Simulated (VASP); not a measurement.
Input of a VASP 6.6.1 run:

INCAR

```
SYSTEM = SnSe
PREC = Accurate
ENCUT = 520
EDIFF = 1E-7
ISMEAR = -1
SIGMA = 0.05
LREAL = .FALSE.
LASPH = .TRUE.
NELM = 60
ALGO = Normal
ISIF = 2
LWAVE = .FALSE.
LCHARG = .TRUE.
GGA = PS
IVDW = 12
LELF = .TRUE.
LVHAR = .TRUE.
NBANDS = 17
```

KPOINTS

```
regular mesh
0
G
  8 8 8
  0 0 0
```

File POSCAR:

```
SnSe
1.0
    0.0000000000      2.9360496605      2.9360496605
    2.9360496605      0.0000000000      2.9360496605
    2.9360496605      2.9360496605      0.0000000000
Sn Se
1 1
Direct
    0.0000000000      0.0000000000      0.0000000000
    0.5000000000      0.5000000000      0.5000000000
```

Potentials or basis: VASP PAW PBE potentials, release 64 (Sn_d, Se).

Run with:

```bash
$ cat potpaw_PBE.64/Sn_d/POTCAR potpaw_PBE.64/Se/POTCAR > POTCAR
$ mpirun -np 1 vasp_std > vasp.out
```

Q: Predict the band gap on the k mesh.

A: 0.74 eV, indirect (least direct gap 0.92 eV).

Q: What does it give for the dispersion energy per atom?

A: -0.355 eV.

Q: What does it give for the pressure?

A: 0.0 GPa.

Caveat: the PAW data sets were made with another functional, which shifts forces and pressure a little; spin-orbit coupling is left out, which moves the levels of the heavy elements. A k mesh can miss the band edges.
